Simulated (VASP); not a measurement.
# Ir (I4/mmm) in VASP: single point with r2SCAN

Aim: the single point of Ir with r2SCAN.

Program: VASP 6.6.1. These are calculated values, not measurements. Logs are shortened: lines on timing, memory, paths and dates and some standing lists are left out, and cuts for length are marked.

## (1) The cell of the first run

Symmetry: I4/mmm, No. 139, tetragonal system. Conventional cell: a = 2.633 Å, b = 2.633 Å, c = 3.839 Å, α = 90.00°, β = 90.00°, γ = 90.00°. Within 3.5 Å of Ir (site symmetry 4/mmm) lie 12 Ir at 2.63 to 2.67 Å.

## (2) Single point, r2SCAN (strain -0.030 along x and y, +0.000 along z)

POSCAR reads:

```
Ir
1.0
    0.0000000000      1.8621090000      1.9197000000
    1.8621090000      0.0000000000      1.9197000000
    1.8621090000      1.8621090000      0.0000000000
Ir
1
Direct
    0.0000000000      0.0000000000      0.0000000000
```

INCAR.step1 reads:

```
SYSTEM = Ir
PREC = Accurate ; ENCUT = 620
ISMEAR = 0 ; SIGMA = 0.15
LREAL = .False. ; LASPH = .True.
NELM = 120 ; NBANDS = 14
GGA = PE ; ALGO = Normal
EDIFF = 1E-5 ; LWAVE = .True.
LCHARG = .False. ; GGA_COMPAT = .False.
```

INCAR.step2 reads:

```
SYSTEM = Ir
PREC = Accurate ; ENCUT = 620
EDIFF = 1E-6 ; ISMEAR = 0
SIGMA = 0.15 ; LREAL = .False.
LASPH = .True. ; NELM = 120
ALGO = Normal ; ISIF = 2
LWAVE = .False. ; LCHARG = .True.
METAGGA = R2SCAN ; LMIXTAU = .True.
LELF = .True. ; LVHAR = .True.
NBANDS = 14 ; ISTART = 1
GGA_COMPAT = .False.
```

KPOINTS reads:

```
Automatic mesh
0
Gamma
  22 22 22
  0 0 0
```

Potentials or basis: VASP PAW PBE potentials, release 64 (Ir_sv_GW).

The run is started by

```
$ cat potpaw_PBE.64/Ir_sv_GW/POTCAR > POTCAR
$ cp INCAR.step1 INCAR
$ mpirun -np 1 vasp_std > vasp.out
$ cp INCAR.step2 INCAR
$ mpirun -np 1 vasp_std > vasp.out
```

OUTCAR:

```text
SYSTEM = Ir
   PREC = Accurate
   ENCUT = 620
   EDIFF = 1E-6
   ISMEAR = 0
   LREAL = .False.
   LASPH = .True.
   NELM = 120
   ISIF = 2
   METAGGA = R2SCAN
   ISTART = 1

 ion  position               nearest neighbor table
   1  0.000  0.000  0.000-

  LATTYP: Found a body centered tetragonal cell.
 ALAT       =     2.6334198024
 C/A-ratio  =     1.4579521262

  Lattice vectors:

 A1 = (  -1.8621090000,   0.0000000000,   1.9197000000)
 A2 = (   1.8621090000,   0.0000000000,   1.9197000000)
 A3 = (   0.0000000000,   1.8621090000,  -1.9197000000)

Analysis of symmetry for initial positions (statically):
=====================================================================
 Subroutine PRICEL returns:
 Original cell was already a primitive cell.

 Routine SETGRP: Setting up the symmetry group for a
 body centered tetragonal supercell.

 Subroutine GETGRP returns: Found 16 space group operations
 (whereof 16 operations were pure point group operations)
 out of a pool of 16 trial point group operations.

The static configuration has the point symmetry D_4h.

Analysis of symmetry for dynamics (positions and initial velocities):
=====================================================================
 Subroutine PRICEL returns:
 Original cell was already a primitive cell.

 Routine SETGRP: Setting up the symmetry group for a
 body centered tetragonal supercell.

 Subroutine GETGRP returns: Found 16 space group operations
 (whereof 16 operations were pure point group operations)
 out of a pool of 16 trial point group operations.

The dynamic configuration has the point symmetry D_4h.

 Subroutine INISYM returns: Found 16 space group operations
 (whereof 16 operations are pure point group operations),
 and found     1 'primitive' translations

----------------------------------------------------------------------------------------

                                     Primitive cell

  volume of cell :      13.3129

  direct lattice vectors                    reciprocal lattice vectors
     0.000000000  1.862109000  1.919700000    -0.268512745  0.268512745  0.260457363
     1.862109000  0.000000000  1.919700000     0.268512745 -0.268512745  0.260457363
     1.862109000  1.862109000  0.000000000     0.268512745  0.268512745 -0.260457363

  length of vectors
     2.674452845  2.674452845  2.633419802     0.460473916  0.460473916  0.460473916

  position of ions in fractional coordinates (direct lattice)
     0.000000000  0.000000000  0.000000000

  ion indices of the primitive-cell ions
   primitive index   ion index
                 1           1

----------------------------------------------------------------------------------------

 KPOINTS: Automatic mesh

Automatic generation of k-mesh.
 Grid dimensions read from file:
 generate k-points for:   22   22   22

 Generating k-lattice:

  Cartesian coordinates                     Fractional coordinates (reciprocal lattice)
    -0.012205125  0.012205125  0.011838971     0.045454545  0.000000000  0.000000000
     0.012205125 -0.012205125  0.011838971     0.000000000  0.045454545  0.000000000
     0.012205125  0.012205125 -0.011838971    -0.000000000 -0.000000000  0.045454545

  Length of vectors
     0.020930633  0.020930633  0.020930633

  Shift w.r.t. Gamma in fractional coordinates (k-lattice)
     0.000000000  0.000000000  0.000000000

 Subroutine IBZKPT returns following result:
 ===========================================

 Found    834 irreducible k-points:

 Following reciprocal coordinates:
            Coordinates               Weight
  0.000000  0.000000  0.000000      1.000000
  0.045455 -0.000000  0.000000      8.000000
  0.090909 -0.000000  0.000000      8.000000
  0.136364 -0.000000  0.000000      8.000000
  0.181818 -0.000000  0.000000      8.000000
  0.227273  0.000000  0.000000      8.000000
[... 16 lines left out ...]
  0.500000  0.045455  0.000000      8.000000
 -0.454545  0.045455  0.000000      8.000000
 [... further k-points ...]
   k-points           NKPTS =    834   k-points in BZ     NKDIM =    834   number of bands    NBANDS=     14
   number of dos      NEDOS =    301   number of ions     NIONS =      1
   total plane-waves  NPLWV =  13824
   dimension x,y,z NGX =    24 NGY =   24 NGZ =   24
   dimension x,y,z NGXF=    48 NGYF=   48 NGZF=   48
   ions per type =               1
   NGX,Y,Z   is equivalent  to a cutoff of  14.92, 14.92, 15.15 a.u.
   NGXF,Y,Z  is equivalent  to a cutoff of  29.84, 29.84, 30.30 a.u.
 SYSTEM =  Ir
   PREC   = accura    normal or accurate (medium, high low for compatibility)
   ISTART =      1    job   : 0-new  1-cont  2-samecut
   ICHARG =      0    charge: 1-file 2-atom 10-const
   ISPIN  =      1    spin polarized calculation?
   LNONCOLLINEAR =      F non collinear calculations
   LSORBIT =      F    spin-orbit coupling
   LASPH  =      T    aspherical Exc in radial PAW
   ENCUT  =  620.0 eV  45.57 Ry    6.75 a.u.   5.43  5.43  5.35*2*pi/ulx,y,z
   NELM   =    120;   NELMIN=  2; NELMDL=  0     # of ELM steps
   EDIFF  = 0.1E-05   stopping-criterion for ELM
   LREAL  =      F    real-space projection
   EDIFFG = 0.1E-04   stopping-criterion for IOM
   NSW    =      0    number of steps for IOM
   IBRION =     -1    ionic relax: 0-MD 1-quasi-New 2-CG
   NFREE  =      0    steps in history (QN), initial steepest desc. (CG)
   ISIF   =      2    stress and relaxation
   ISYM   =      2    0-nonsym 1-usesym 2-fastsym
   POTIM  = 0.5000    time-step for ionic-motion
   TEBEG  =    0.0;   TEEND  =   0.0 temperature during run
   PSTRESS=    0.0 pullay stress
   NELECT =      17.0000    total number of electrons
   NUPDOWN=      -1.0000    fix difference up-down
   EMIN   =  10.00;   EMAX   =-10.00  energy-range for DOS
   EFERMI =   0.00;   METHOD = LEGACY
   ISMEAR =     0;   SIGMA  =   0.15  broadening in eV -4-tet -1-fermi 0-gaus
   EFERMI_NEDOS =   21; number of points for ismear=-14 and -15
   IALGO  =     38    algorithm
   IMIX   =      4    mixing-type and parameters
     AMIX     =   0.40;   BMIX     =  1.00
     AMIX_MAG =   1.60;   BMIX_MAG =  1.00
  volume/ion in A,a.u.               =      13.31        89.84
  Fermi-wavevector in a.u.,A,eV,Ry     =   1.776097  3.356336 42.919845  3.154520
  Thomas-Fermi vector in A             =   2.841759
   LORBIT       =      0    0 simple, 1 ext, 2 COOP (PROOUT), +10 PAW based schemes
   METAGGA = R2SCAN    functional components
   LHFCALC =     F    Hartree Fock is set to
   AEXX    =    0.0000 exact exchange contribution
   IVDW    =     0    specifies the selected vdW correction
   LEPSILON=     F    determine dielectric tensor
   LRPA    =     F    only Hartree local field effects (RPA)
 non-spin polarized calculation
 Gauss-broadening in eV      SIGMA  =   0.15
  energy-cutoff  :      620.00
  volume of cell :       13.31
 maximum number of plane-waves:       486
 NGX is ok and might be reduce to    24
   NGX = 11   NGY = 11   NGZ = 11

 number of electron      17.0000000 magnetization

 Free energy of the ion-electron system (eV)
  ---------------------------------------------------
  ext. energy  EPLUGINS =         0.00000000
  ---------------------------------------------------
  free energy    TOTEN  =       -52.82402045 eV

  energy without entropy =      -52.81328081  energy(sigma->0) =      -52.81865063

 E-fermi :  13.8506     XC(G=0): -16.3552

 val. band max:       13.8501126628   @ k =   0.4091   0.1818   0.0455
 cond. band min:      13.8519644280   @ k =  -0.0455   0.2727   0.2273
 fundamental gap:      0.0018517653
 Fermi energy:        13.8506397122

 k-point     1 :       0.0000    0.0000    0.0000
  band No.  band energies     occupation
      1     -81.3708      2.00000
      2     -37.1082      2.00000
      3     -37.0764      2.00000
      4     -37.0764      2.00000
      5       1.7109      2.00000
      6       9.2001      2.00000
      7       9.6584      2.00000
      8       9.6584      2.00000
      9      12.1765      2.00000
     10      12.7843      2.00000
     11      27.9519      0.00000
     12      33.3893      0.00000
     13      34.4568      0.00000
     14      34.4568      0.00000

 k-point     2 :       0.0455   -0.0000    0.0000
  band No.  band energies     occupation
      1     -81.3689      2.00000
      2     -37.1201      2.00000
      3     -37.0904      2.00000
      4     -37.0790      2.00000
      5       1.8147      2.00000
      6       9.2115      2.00000
      7       9.6328      2.00000
      8       9.7041      2.00000
      9      12.1505      2.00000
     10      12.7466      2.00000
     11      28.1370      0.00000
     12      33.3093      0.00000
     13      34.2478      0.00000
     14      34.6357      0.00000

 k-point     3 :       0.0909   -0.0000    0.0000
  band No.  band energies     occupation
      1     -81.3632      2.00000
      2     -37.1764      2.00000
      3     -37.1089      2.00000
      4     -37.0864      2.00000
      5       2.1183      2.00000
      6       9.1808      2.00000
      7       9.6257      2.00000
      8       9.8310      2.00000
      9      12.0907      2.00000
     10      12.6496      2.00000
     11      28.6623      0.00000
     12      32.5514      0.00000
     13      34.4717      0.00000
     14      35.1622      0.00000

 k-point     4 :       0.1364   -0.0000    0.0000
  band No.  band energies     occupation
      1     -81.3541      2.00000
      2     -37.2760      2.00000
      3     -37.1266      2.00000
      4     -37.0978      2.00000
      5       2.5957      2.00000
      6       9.0385      2.00000
      7       9.7142      2.00000
      8      10.0051      2.00000
      9      12.0543      2.00000
     10      12.5426      2.00000
     11      29.4146      0.00000
     12      31.4294      0.00000
     13      35.2351      0.00000
     14      36.0081      0.00000

 k-point     5 :       0.1818   -0.0000    0.0000
  band No.  band energies     occupation
      1     -81.3422      2.00000
      2     -37.4043      2.00000
      3     -37.1474      2.00000
      4     -37.1125      2.00000
      5       3.1955      2.00000
      6       8.8848      2.00000
      7       9.8031      2.00000
      8      10.1605      2.00000
      9      12.1319      2.00000
     10      12.5092      2.00000
     11      29.7746      0.00000
[... 276 lines left out ...]
 k-point    22 :       0.4545    0.0455    0.0000
  band No.  band energies     occupation
      1     -81.2749      2.00000
      2     -38.0902      2.00000
      3     -37.2693      2.00000
      4     -37.2029      2.00000
      5       4.9092      2.00000
      6       9.0533      2.00000
      7       9.7087      2.00000
      8      12.0645      2.00000
      9      14.7516      0.00000
     10      15.0430      0.00000
     11      23.0388      0.00000
     12      28.1135      0.00000
     13      34.7511      0.00000
     14      34.8183      0.00000

 k-point    23 :       0.5000    0.0455    0.0000
  band No.  band energies     occupation
      1     -81.2715      2.00000
      2     -38.1250      2.00000
      3     -37.2787      2.00000
      4     -37.2033      2.00000
      5       4.8941      2.00000
      6       9.0169      2.00000
      7       9.6410      2.00000
      8      12.5899      2.00000
      9      14.8264      0.00000
     10      15.4749      0.00000
     11      22.2809      0.00000
     12      27.8750      0.00000
     13      34.1290      0.00000
     14      34.5399      0.00000

 k-point    24 :      -0.4545    0.0455    0.0000
  band No.  band energies     occupation
      1     -81.2721      2.00000
      2     -38.1202      2.00000
      3     -37.2813      2.00000
      4     -37.1987      2.00000
      5       4.8984      2.00000
      6       9.0459      2.00000
      7       9.6366      2.00000
      8      12.4812      2.00000
      9      14.6752      0.00000
     10      15.5472      0.00000
     11      22.4250      0.00000
     12      27.9249      0.00000
     13      33.9696      0.00000
     14      34.8450      0.00000

 [... further k-points ...]
[... 5 lines left out ...]
  --------------------------------------------------------------------------------------
  -------------------------------------------------------------------------------------
  Total        2.7257209      2.7257209      1.5631308      0.0000000      0.0000000     -0.0000000
  in kB      328.0336616    328.0336616    188.1188683      0.0000000      0.0000000     -0.0000000
  external PRESSURE =     281.3953971 kB  Pullay stress =       0.0000000 kB

 VOLUME and BASIS-vectors are now :
 -----------------------------------------------------------------------------
  energy-cutoff  :      620.00
  volume of cell :       13.31
      direct lattice vectors                 reciprocal lattice vectors
     0.000000000  1.862109000  1.919700000    -0.268512745  0.268512745  0.260457363
     1.862109000  0.000000000  1.919700000     0.268512745 -0.268512745  0.260457363
     1.862109000  1.862109000  0.000000000     0.268512745  0.268512745 -0.260457363

 POSITION                                       TOTAL-FORCE (eV/Angst)
 -----------------------------------------------------------------------------------
      0.00000      0.00000      0.00000         0.000000     -0.000000      0.000000
 -----------------------------------------------------------------------------------
    total drift:                               -0.000000      0.000000      0.000000

  FREE ENERGIE OF THE ION-ELECTRON SYSTEM (eV)
  ---------------------------------------------------
  free  energy   TOTEN  =       -52.8240204490 eV

  energy  without entropy=      -52.8132808148  energy(sigma->0) =      -52.81865063
```

Wall time 3.7 min (1 thread of Intel Xeon 6975P-C (Granite Rapids), shared host); peak memory 0.33 GiB.

What came out:

| Quantity | Value |
| --- | --- |
| Free energy | -52.8240 eV |
| Pressure | 28.1 GPa |
| Band gap on the k mesh | zero (an odd number of electrons rules out a gap without spin polarisation) |

Caveat: the cell differs from its parent crystal (strain -0.030 along x and y, +0.000 along z); the stress differs along the axes, from 19 to 33 GPa; the PAW data sets were made with another functional, which shifts forces and pressure a little; spin-orbit coupling is left out, which moves the levels of the heavy elements.
